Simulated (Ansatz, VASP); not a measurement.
# BiIr: VASP beside Ansatz

```
Ir Bi
1.0
     0.05625    2.84066    2.84066
     2.84066    0.05625    2.84066
     2.84066    2.84066    0.05625
Ir Bi
1 1
Cartesian
  0.0000 0.0000 0.0000
  2.8688 2.8688 2.8688
```

Change from the starting cell: equal xy, yz and zx shear strains of +2 %, PAW files.

Alike in both runs: task electric field gradients; functional PBE; k mesh 12 × 12 × 12; occupations fermi-dirac, width 0.08 eV; no spin polarisation.

```csv
,VASP,Ansatz
version,VASP 6.6.1,Ansatz 0.2.0
potentials or method,"VASP PAW PBE potentials, release 64 (Ir, Bi_d)","PAW with Ansatz's default frozen-core files, scalar-relativistic"
plane-wave cutoff (eV),520,420
valence electrons in the cell,24,32
```

```csv
,VASP,Ansatz,Ansatz less VASP
pressure (GPa),0.1,0.1,-0.07
"traceless stress, the component that is largest in VASP (GPa)",-0.30,-0.30,0.000
size of Vzz on the site where it differs most (V/Å²),8.5,0.6,-7.90
```

VASP's potentials hold 24 valence electrons a cell and Ansatz's 32, so a difference there can come from the potentials and not from the codes.

Spin-orbit coupling is off throughout.
